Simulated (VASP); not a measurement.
# TiO2 (P-1) in VASP: single point with r2SCAN+U

Aim: the single point of TiO2 with r2SCAN+U.

Everything below comes from runs of VASP 6.6.1. Logs are shortened: lines on timing, memory, paths and dates and some standing lists are left out, and cuts for length are marked.

### Step 1. The cell of the first run

The typed cell holds 6 atoms: a = 3.797 Å, b = 3.797 Å, c = 5.526 Å, α = 110.09°, β = 110.09°, γ = 90.00°.

### Step 2. Single point, r2SCAN+U (atoms displaced along a vibrational mode)

Input file POSCAR:

```
TiO2
1.0
    2.6847585539     -2.6847645963     -0.0201584547
    2.6847585539      2.6847645963     -0.0201584547
   -2.6485578781      0.0000000000      4.8501018565
Ti O
2 4
Direct
    0.1249587631      0.8747228711      0.2500000677
    0.8750412369      0.1252771289      0.7499999323
    0.3302961224      0.0819664478      0.6622697324
    0.6697038776      0.9180335522      0.3377302676
    0.9189773629      0.6622823314      0.8377299273
    0.0810226371      0.3377176686      0.1622700727
```

Input file INCAR.step1:

```
  PREC = Accurate
  ENCUT = 520
  ISMEAR = 0
  SIGMA = 0.05
  LREAL = F
  LASPH = T
  NELM = 150
  LMAXMIX = 4
  LDAU = T
  LDAUTYPE = 2
  LDAUL = 2 -1
  LDAUU = 4 0
  LDAUJ = 0 0
  NBANDS = 33
  GGA = PE
  ALGO = Normal
  EDIFF = 1E-4
  LWAVE = T
  LCHARG = F
```

Input file INCAR.step2:

```
  PREC = Accurate
  ENCUT = 520
  EDIFF = 1E-6
  ISMEAR = 0
  SIGMA = 0.05
  LREAL = F
  LASPH = T
  NELM = 150
  ALGO = Normal
  ISIF = 2
  LWAVE = F
  LCHARG = F
  LMAXMIX = 4
  LDAU = T
  LDAUTYPE = 2
  LDAUL = 2 -1
  LDAUU = 4 0
  LDAUJ = 0 0
  LDAUPRINT = 1
  METAGGA = R2SCAN
  LMIXTAU = T
  NBANDS = 33
  ISTART = 1
```

Input file KPOINTS:

```
regular mesh
0
Gamma
  6 6 6
```

Potentials or basis: VASP PAW PBE potentials, release 64 (Ti_sv, O).

Command:

```bash
cat potpaw_PBE.64/Ti_sv/POTCAR potpaw_PBE.64/O/POTCAR > POTCAR
cp INCAR.step1 INCAR
mpirun -np 1 vasp_std > vasp.out
cp INCAR.step2 INCAR
mpirun -np 1 vasp_std > vasp.out
```

OUTCAR:

```text
PREC = Accurate
   ENCUT = 520
   EDIFF = 1E-6
   ISMEAR = 0
   LREAL = F
   LASPH = T
   NELM = 150
   ISIF = 2
   METAGGA = R2SCAN
   ISTART = 1

 ion  position               nearest neighbor table
   1  0.125  0.875  0.250-   6 1.92   4 1.94   4 1.95   6 1.97   3 1.99   5 1.99
   2  0.875  0.125  0.750-   5 1.92   3 1.94   3 1.95   5 1.97   4 1.99   6 1.99
   3  0.330  0.082  0.662-   2 1.94   2 1.95   1 1.99
   4  0.670  0.918  0.338-   1 1.94   1 1.95   2 1.99
   5  0.919  0.662  0.838-   2 1.92   2 1.97   1 1.99
   6  0.081  0.338  0.162-   1 1.92   1 1.97   2 1.99

  Warning from LATTYP: Got some problem with cell dimensions!
  Tried to take original basis but could not verify dimensions!
  LATTYP: Found a base centered monoclinic cell.
 ALAT       =     5.3696684650
 B/A-ratio  =     0.9999740631
 C/A-ratio  =     1.0291302335
 COS(beta)  =    -0.4858354229

  Lattice vectors:

 A1 = (  -2.6847585539,   2.6847645963,   0.0201584547)
 A2 = (  -2.6847585539,  -2.6847645963,   0.0201584547)
 A3 = (   2.7209592297,   0.0000000000,   4.8097849471)

Analysis of symmetry for initial positions (statically):
=====================================================================
 Subroutine PRICEL returns:
 Original cell was already a primitive cell.

 Routine SETGRP: Setting up the symmetry group for a
 base centered monoclinic supercell.

 Subroutine GETGRP returns: Found  2 space group operations
 (whereof  2 operations were pure point group operations)
 out of a pool of  4 trial point group operations.

The static configuration has the point symmetry S_2 .

Analysis of symmetry for dynamics (positions and initial velocities):
=====================================================================
 Subroutine PRICEL returns:
 Original cell was already a primitive cell.

 Routine SETGRP: Setting up the symmetry group for a
 base centered monoclinic supercell.

 Subroutine GETGRP returns: Found  2 space group operations
 (whereof  2 operations were pure point group operations)
 out of a pool of  4 trial point group operations.

The dynamic configuration has the point symmetry S_2 .

 Subroutine INISYM returns: Found  2 space group operations
 (whereof  2 operations are pure point group operations),
 and found     1 'primitive' translations

----------------------------------------------------------------------------------------

                                     Primitive cell

  volume of cell :      69.6318

  direct lattice vectors                    reciprocal lattice vectors
     2.684758554 -2.684764596 -0.020158455     0.187003247 -0.186236067  0.102119283
     2.684758554  2.684764596 -0.020158455     0.187003247  0.186236067  0.102119283
    -2.648557878  0.000000000  4.850101857     0.001554481  0.000000000  0.207030113

  length of vectors
     3.796879744  3.796879744  5.526151179     0.282988401  0.282988401  0.207035948

  position of ions in fractional coordinates (direct lattice)
     0.124958763  0.874722871  0.250000068
     0.875041237  0.125277129  0.749999932
     0.330296122  0.081966448  0.662269732
     0.669703878  0.918033552  0.337730268
     0.918977363  0.662282331  0.837729927
     0.081022637  0.337717669  0.162270073

  ion indices of the primitive-cell ions
   primitive index   ion index
                 1           1
                 2           2
                 3           3
                 4           4
                 5           5
                 6           6

----------------------------------------------------------------------------------------

 KPOINTS: regular mesh

Automatic generation of k-mesh.
 Grid dimensions read from file:
 generate k-points for:    6    6    6

 Generating k-lattice:

  Cartesian coordinates                     Fractional coordinates (reciprocal lattice)
     0.031167208 -0.031039345  0.017019880     0.166666667  0.000000000  0.000000000
     0.031167208  0.031039345  0.017019880     0.000000000  0.166666667  0.000000000
     0.000259080  0.000000000  0.034505019     0.000000000  0.000000000  0.166666667
[... 69 lines left out ...]
   NUPDOWN=      -1.0000    fix difference up-down
   EMIN   =  10.00;   EMAX   =-10.00  energy-range for DOS
   EFERMI =   0.00;   METHOD = LEGACY
   ISMEAR =     0;   SIGMA  =   0.05  broadening in eV -4-tet -1-fermi 0-gaus
   EFERMI_NEDOS =   21; number of points for ismear=-14 and -15
   IALGO  =     38    algorithm
   IMIX   =      4    mixing-type and parameters
     AMIX     =   0.40;   BMIX     =  1.00
     AMIX_MAG =   1.60;   BMIX_MAG =  1.00
  volume/ion in A,a.u.               =      11.61        78.32
  Fermi-wavevector in a.u.,A,eV,Ry     =   1.446170  2.732865 28.455318  2.091407
  Thomas-Fermi vector in A             =   2.564269
   LORBIT       =      0    0 simple, 1 ext, 2 COOP (PROOUT), +10 PAW based schemes
 LDA+U is selected, type is set to LDAUTYPE =  2
   angular momentum for each species LDAUL =     2   -1
   U (eV)           for each species LDAUU =   4.0  0.0
   J (eV)           for each species LDAUJ =   0.0  0.0
   METAGGA = R2SCAN    functional components
   LHFCALC =     F    Hartree Fock is set to
   AEXX    =    0.0000 exact exchange contribution
   IVDW    =     0    specifies the selected vdW correction
   LEPSILON=     F    determine dielectric tensor
   LRPA    =     F    only Hartree local field effects (RPA)
 non-spin polarized calculation
 Gauss-broadening in eV      SIGMA  =   0.05
  energy-cutoff  :      520.00
  volume of cell :       69.63
 maximum number of plane-waves:      1891
   NGX = 15   NGY = 15   NGZ = 21

atom =   1  type =  1  l = 2

 onsite density matrix

spin component  1

  0.2458  0.0015 -0.0003  0.0034  0.0000
  0.0015  0.0940 -0.0017  0.0001 -0.0008
 -0.0003 -0.0017  0.2444  0.0006 -0.0000
  0.0034  0.0001  0.0006  0.0940  0.0006
  0.0000 -0.0008 -0.0000  0.0006  0.0953

spin component  2

  0.2458  0.0015 -0.0003  0.0034  0.0000
  0.0015  0.0940 -0.0017  0.0001 -0.0008
 -0.0003 -0.0017  0.2444  0.0006 -0.0000
  0.0034  0.0001  0.0006  0.0940  0.0006
  0.0000 -0.0008 -0.0000  0.0006  0.0953

 occupancies and eigenvectors

  o =  0.0934  v = -0.0064 -0.6767 -0.0101  0.5853 -0.4465  0.0000  0.0000  0.0000  0.0000  0.0000      0.0000  0.0000  0.0000  0.0000  0.0000  0.0000  0.0000  0.0000  0.0000  0.0000
  o =  0.0934  v =  0.0000  0.0000  0.0000  0.0000  0.0000 -0.0064 -0.6767 -0.0101  0.5853 -0.4465      0.0000  0.0000  0.0000  0.0000  0.0000  0.0000  0.0000  0.0000  0.0000  0.0000
  o =  0.0941  v =  0.0231 -0.6403 -0.0041 -0.7669 -0.0350  0.0000  0.0000  0.0000  0.0000  0.0000      0.0000  0.0000  0.0000  0.0000  0.0000  0.0000  0.0000  0.0000  0.0000  0.0000
  o =  0.0941  v =  0.0000  0.0000  0.0000  0.0000  0.0000  0.0231 -0.6403 -0.0041 -0.7669 -0.0350      0.0000  0.0000  0.0000  0.0000  0.0000  0.0000  0.0000  0.0000  0.0000  0.0000
  o =  0.0958  v =  0.0000  0.0000  0.0000  0.0000  0.0000 -0.0025 -0.3630 -0.0052  0.2622  0.8941      0.0000  0.0000  0.0000  0.0000  0.0000  0.0000  0.0000  0.0000  0.0000  0.0000
  o =  0.0958  v = -0.0025 -0.3630 -0.0052  0.2622  0.8941  0.0000  0.0000  0.0000  0.0000  0.0000      0.0000  0.0000  0.0000  0.0000  0.0000  0.0000  0.0000  0.0000  0.0000  0.0000
  o =  0.2444  v =  0.0000  0.0000  0.0000  0.0000  0.0000  0.1687 -0.0096  0.9856  0.0078  0.0000      0.0000  0.0000  0.0000  0.0000  0.0000  0.0000  0.0000  0.0000  0.0000  0.0000
  o =  0.2444  v =  0.1687 -0.0096  0.9856  0.0078  0.0000  0.0000  0.0000  0.0000  0.0000  0.0000      0.0000  0.0000  0.0000  0.0000  0.0000  0.0000  0.0000  0.0000  0.0000  0.0000
  o =  0.2460  v =  0.0000  0.0000  0.0000  0.0000  0.0000 -0.9854 -0.0114  0.1687 -0.0211 -0.0002      0.0000  0.0000  0.0000  0.0000  0.0000  0.0000  0.0000  0.0000  0.0000  0.0000
  o =  0.2460  v = -0.9854 -0.0114  0.1687 -0.0211 -0.0002  0.0000  0.0000  0.0000  0.0000  0.0000      0.0000  0.0000  0.0000  0.0000  0.0000  0.0000  0.0000  0.0000  0.0000  0.0000

atom =   2  type =  1  l = 2

 onsite density matrix

spin component  1

  0.2458  0.0015 -0.0003  0.0034  0.0000
  0.0015  0.0940 -0.0017  0.0001 -0.0008
 -0.0003 -0.0017  0.2444  0.0006 -0.0000
  0.0034  0.0001  0.0006  0.0940  0.0006
  0.0000 -0.0008 -0.0000  0.0006  0.0953

spin component  2

  0.2458  0.0015 -0.0003  0.0034  0.0000
  0.0015  0.0940 -0.0017  0.0001 -0.0008
 -0.0003 -0.0017  0.2444  0.0006 -0.0000
  0.0034  0.0001  0.0006  0.0940  0.0006
  0.0000 -0.0008 -0.0000  0.0006  0.0953

 occupancies and eigenvectors

  o =  0.0934  v = -0.0064 -0.6767 -0.0101  0.5853 -0.4465  0.0000  0.0000  0.0000  0.0000  0.0000      0.0000  0.0000  0.0000  0.0000  0.0000  0.0000  0.0000  0.0000  0.0000  0.0000
  o =  0.0934  v =  0.0000  0.0000  0.0000  0.0000  0.0000 -0.0064 -0.6767 -0.0101  0.5853 -0.4465      0.0000  0.0000  0.0000  0.0000  0.0000  0.0000  0.0000  0.0000  0.0000  0.0000
  o =  0.0941  v =  0.0231 -0.6403 -0.0041 -0.7669 -0.0350  0.0000  0.0000  0.0000  0.0000  0.0000      0.0000  0.0000  0.0000  0.0000  0.0000  0.0000  0.0000  0.0000  0.0000  0.0000
  o =  0.0941  v =  0.0000  0.0000  0.0000  0.0000  0.0000  0.0231 -0.6403 -0.0041 -0.7669 -0.0350      0.0000  0.0000  0.0000  0.0000  0.0000  0.0000  0.0000  0.0000  0.0000  0.0000
  o =  0.0958  v =  0.0000  0.0000  0.0000  0.0000  0.0000 -0.0025 -0.3630 -0.0052  0.2622  0.8941      0.0000  0.0000  0.0000  0.0000  0.0000  0.0000  0.0000  0.0000  0.0000  0.0000
  o =  0.0958  v = -0.0025 -0.3630 -0.0052  0.2622  0.8941  0.0000  0.0000  0.0000  0.0000  0.0000      0.0000  0.0000  0.0000  0.0000  0.0000  0.0000  0.0000  0.0000  0.0000  0.0000
  o =  0.2444  v =  0.0000  0.0000  0.0000  0.0000  0.0000  0.1687 -0.0096  0.9856  0.0078  0.0000      0.0000  0.0000  0.0000  0.0000  0.0000  0.0000  0.0000  0.0000  0.0000  0.0000
  o =  0.2444  v =  0.1687 -0.0096  0.9856  0.0078  0.0000  0.0000  0.0000  0.0000  0.0000  0.0000      0.0000  0.0000  0.0000  0.0000  0.0000  0.0000  0.0000  0.0000  0.0000  0.0000
  o =  0.2460  v =  0.0000  0.0000  0.0000  0.0000  0.0000 -0.9854 -0.0114  0.1687 -0.0211 -0.0002      0.0000  0.0000  0.0000  0.0000  0.0000  0.0000  0.0000  0.0000  0.0000  0.0000
  o =  0.2460  v = -0.9854 -0.0114  0.1687 -0.0211 -0.0002  0.0000  0.0000  0.0000  0.0000  0.0000      0.0000  0.0000  0.0000  0.0000  0.0000  0.0000  0.0000  0.0000  0.0000  0.0000

 number of electron      47.9999999 magnetization

 Free energy of the ion-electron system (eV)
  ---------------------------------------------------
  ext. energy  EPLUGINS =         0.00000000
  ---------------------------------------------------
  free energy    TOTEN  =       -64.61752318 eV

  energy without entropy =      -64.61752318  energy(sigma->0) =      -64.61752318

 E-fermi :   3.3740     XC(G=0): -11.3525

 val. band max:        3.0229934904   @ k =   0.5000   0.5000   0.5000
 cond. band min:       6.2577185324   @ k =   0.0000   0.0000   0.0000
 fundamental gap:      3.2347250419
 Fermi energy:         3.3739742209

 k-point     1 :       0.0000    0.0000    0.0000
  band No.  band energies     occupation
      1     -56.5191      2.00000
      2     -56.4676      2.00000
      3     -31.8535      2.00000
      4     -31.6296      2.00000
      5     -31.6275      2.00000
      6     -31.5687      2.00000
[... 853 lines left out ...]
     32       9.4553      0.00000
     33       9.6129      0.00000

 [... further k-points ...]

------------------------ aborting loop because EDIFF is reached ----------------------------------------

  FORCE on cell =-STRESS in cart. coord.  units (eV):
  Direction    XX          YY          ZZ          XY          YZ          ZX
  --------------------------------------------------------------------------------------
  -------------------------------------------------------------------------------------
  Total        2.3741070      2.3817695      1.8842991      0.0480753     -0.2502837     -0.1980442
  in kB       54.6264465     54.8027553     43.3563281      1.1061770     -5.7588425     -4.5568502
  external PRESSURE =      50.9285100 kB  Pullay stress =       0.0000000 kB

 VOLUME and BASIS-vectors are now :
 -----------------------------------------------------------------------------
  energy-cutoff  :      520.00
  volume of cell :       69.63
      direct lattice vectors                 reciprocal lattice vectors
     2.684758554 -2.684764596 -0.020158455     0.187003247 -0.186236067  0.102119283
     2.684758554  2.684764596 -0.020158455     0.187003247  0.186236067  0.102119283
    -2.648557878  0.000000000  4.850101857     0.001554481  0.000000000  0.207030113

 POSITION                                       TOTAL-FORCE (eV/Angst)
 -----------------------------------------------------------------------------------
      2.02176      2.01294      1.19237         0.156273      0.119983      0.011810
      0.69920     -2.01294      3.61741        -0.156273     -0.119983     -0.011810
     -0.64723     -0.66671      3.20377         0.012405     -0.118430      0.172798
      3.36819      0.66671      1.60602        -0.012405      0.118430     -0.172798
      2.02652     -0.68917      4.03120         0.502355      0.517459     -0.184605
      0.69443      0.68917      0.77859        -0.502355     -0.517459      0.184605
 -----------------------------------------------------------------------------------
    total drift:                                0.000000     -0.000000     -0.000000

  FREE ENERGIE OF THE ION-ELECTRON SYSTEM (eV)
  ---------------------------------------------------
  free  energy   TOTEN  =       -64.6175231774 eV

  energy  without entropy=      -64.6175231774  energy(sigma->0) =      -64.61752318
```

Run time: 19 min. Hardware: 1 thread of Intel Xeon 8259CL, shared host; peak memory 0.3 GiB.

Results:

```yaml
Free_energy: -64.6175 eV
Pressure: 5.1 GPa
Largest_force: 0.744 eV/Å
Band_gap_on_the_k_mesh: 3.23 eV (least direct gap 3.53 eV)
```

Forces in eV/Å, atoms in the order of the input:
```
Ti   0.156  0.120  0.012
Ti  -0.156 -0.120 -0.012
O    0.012 -0.118  0.173
O   -0.012  0.118 -0.173
O    0.502  0.517 -0.185
O   -0.502 -0.517  0.185
```

Stress tensor (GPa, compression positive):
```
 5.46  0.11 -0.46
 0.11  5.48 -0.58
-0.46 -0.58  4.34
```

Levels at points of the mesh, in eV from the valence-band top:
```csv
k point,band 22,band 23,band 24,band 25,band 26,band 27
"(0.00, 0.00, 0.00)",-0.69,-0.40,-0.39,3.23,3.97,5.00
"(0.50, 0.00, 0.00)",-0.87,-0.87,-0.64,4.29,4.46,4.58
"(0.00, 0.50, 0.00)",-0.87,-0.86,-0.70,4.31,4.49,4.57
"(0.50, 0.50, 0.00)",-1.92,-0.01,0.00,4.31,4.34,4.73
"(0.00, 0.00, 0.50)",-1.22,-0.08,-0.08,3.59,3.59,4.86
"(0.50, 0.00, 0.50)",-0.87,-0.87,-0.65,4.29,4.46,4.58
"(0.00, 0.50, 0.50)",-0.87,-0.86,-0.62,4.29,4.42,4.58
"(0.50, 0.50, 0.50)",-1.92,-0.01,0.00,4.30,4.35,4.73
```

Eigenvalues of the final occupation matrices:
| site | spin | trace | eigenvalues |
| --- | --- | --- | --- |
| site 1 d | 1 | 0.77 | 0.09 0.09 0.10 0.24 0.25 |
| site 1 d | 2 | 0.77 | 0.09 0.09 0.10 0.24 0.25 |
| site 2 d | 1 | 0.77 | 0.09 0.09 0.10 0.24 0.25 |
| site 2 d | 2 | 0.77 | 0.09 0.09 0.10 0.24 0.25 |

Caveat: the cell differs from its parent crystal (atoms displaced along a vibrational mode); the cell stands under pressure; the PAW data sets were made with another functional, which shifts forces and pressure a little.
